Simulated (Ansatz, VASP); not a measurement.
**One calculation of Cu2W, two programs**

```
Cu W
1.0
     4.24200    0.00000    0.00000
    -2.12100    3.67368    0.00000
     0.00000    0.00000    2.54587
Cu W
2 1
Direct
  0.33333 0.66667 0.50000
  0.66667 0.33333 0.50000
  0.00000 0.00000 0.00000
```

Change from the starting cell: species swapped into the B2W type (P6/mmm, No. 191).

Alike in both runs: task relaxation of cell and atoms; functional PBE; k mesh 12 × 12 × 18; occupations gaussian, width 0.1 eV; no spin polarisation.

|  | VASP | Ansatz |
| --- | --- | --- |
| version | VASP 6.6.1 | Ansatz 0.2.0 |
| potentials or method | VASP PAW PBE potentials, release 64 (Cu, W_sv), cutoff 600 eV | scalar-relativistic, plane waves, PAW |
| valence electrons in the cell | 36 | 52 |

|  | VASP | Ansatz | Ansatz less VASP |
| --- | --- | --- | --- |
| gap on the k mesh at the Fermi level, each at its own relaxed structure (eV) | none | none | - |
| relaxed volume (Å³/atom) | 13.30 | 13.25 | -0.048 |
| relaxed length of the cell vector where the two differ most in proportion (Å) | 4.224 | 4.218 | -0.0068 |

A gap of «none» marks a metal or a gap that the smearing closes. VASP's potentials hold 36 valence electrons a cell and Ansatz's 52, so a difference there can come from the potentials and not from the codes.

Spin-orbit coupling is off throughout.
